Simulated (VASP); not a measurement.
Set up this calculation in VASP 6.6.1, as the native input.

| Quantity | Value |
| --- | --- |
| Task | relaxation of cell and atoms |
| Functional | LDA |
| Potentials or basis | VASP PAW LDA potentials, release 64 (Ti_sv) |
| Cutoff | 500 eV |
| k mesh | 18 × 18 × 18 |
| Occupations | methfessel-paxton, width 0.05 eV |
| Spin | no spin polarisation |
| Target pressure | 10 GPa |
| Dipole correction | no |
| Further INCAR settings | ALGO = Normal; EDIFF = 1e-07; IBRION = 2; EDIFFG = -0.03; NSW = 80; ISIF = 3 |

The structure of Ti lies in POSCAR:

```
Ti
1.0
    0.0000000000      2.0650000000      2.0650000000
    2.0650000000      0.0000000000      2.0650000000
    2.0650000000      2.0650000000      0.0000000000
Ti
1
Direct
    0.0000000000      0.0000000000      0.0000000000
```

This isn't the form of Ti at room conditions, which is hcp.

The input as run:

INCAR

```
ALGO = Normal ; EDIFF = 1E-7
EDIFFG = -0.03 ; ENCUT = 500
GGA = CA ; GGA_COMPAT = F
IBRION = 2 ; ISIF = 3
ISMEAR = 1 ; LASPH = T
LCHARG = F ; LREAL = F
LWAVE = F ; NELM = 120
NELMIN = 4 ; NSW = 80
PREC = Accurate ; PSTRESS = 100.0
SIGMA = 0.05
```

KPOINTS

```
k-points
0
Gamma
  18 18 18
```

Potentials or basis: VASP PAW LDA potentials, release 64 (Ti_sv).

Command:

```console
$ cat potpaw_LDA.64/Ti_sv/POTCAR > POTCAR
$ mpirun -np 1 vasp_std > vasp.out
```

It gave:

- Relaxed volume: 14.86 Å³/atom
- Relaxed cell: a = 2.760 Å, b = 2.760 Å, c = 2.760 Å, α = 60.00°, β = 60.00°, γ = 60.00°
- Space group after relaxing (to 0.1 Å): Fm-3m (No. 225)
- Energy change on relaxing (the run minimises the enthalpy): -22.0 meV/atom
- Ionic steps: 4
- Pressure after relaxing: 9.9 GPa
- Band gap on the k mesh: zero (bands 6 and 7 overlap by 1.52 eV)

Caveat: the cell is relaxed towards a set pressure, so the run minimises the enthalpy, not the energy; the volume moved by over 15 % at a fixed basis, so the end points are rough.

Run time: 4.5 min on 1 thread of AMD EPYC 7571, on a shared host, peak memory 0.13 GiB.
